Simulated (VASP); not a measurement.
Here is a VASP 6.6.1 calculation.

The input INCAR:

```
SYSTEM = TaNb3F2
PREC = Accurate
ENCUT = 520
EDIFF = 1E-6
ISMEAR = 0
SIGMA = 0.1
LREAL = .False.
LASPH = .True.
NELM = 100
ALGO = Normal
ISIF = 2
LWAVE = .False.
LCHARG = .False.
GGA = PE
NBANDS = 41
```

File KPOINTS:

```
Automatic mesh
0
Gamma
  6 6 4
  0 0 0
```

POSCAR

```
TaNb3F2
1.0
    4.6880189110     -0.0000000032      0.0000000000
   -2.3440094528      4.0599434720      0.0000000000
    0.0000000000      0.0000000000      8.6166869489
Ta Nb F
1 3 2
Direct
    0.0000000000      0.0000000000      0.0000000000
    0.3333333333      0.6666666667      0.5000000000
    0.6666666667      0.3333333333      0.5000000000
    0.0000000000      0.0000000000      0.5000000000
    0.0000000000      0.0000000000      0.7800639864
    0.0000000000      0.0000000000      0.2199360136
```

Potentials or basis: VASP PAW PBE potentials, release 64 (Ta_pv, Nb_sv, F).

The run is started by

```console
$ cat potpaw_PBE.64/Ta_pv/POTCAR potpaw_PBE.64/Nb_sv/POTCAR potpaw_PBE.64/F/POTCAR > POTCAR
$ mpirun -np 1 vasp_std > vasp.out
```

Q: Estimate the largest force.

A: 0.177 eV/Å.

Q: Predict the pressure.

A: 0.0 GPa.

Q: What does it give for the band gap on the k mesh?

A: Zero (band 32 reaches 3.38 eV, above the bottom of band 33 at 3.18 eV).

Forces in eV/Å, atoms in the order of the input:
```
Ta   0.000  0.000  0.000
Nb   0.000  0.000  0.000
Nb   0.000  0.000  0.000
Nb   0.000  0.000  0.000
F    0.000  0.000 -0.177
F    0.000  0.000  0.177
```

Caveat: spin-orbit coupling is left out, which moves the levels of the heavy elements.
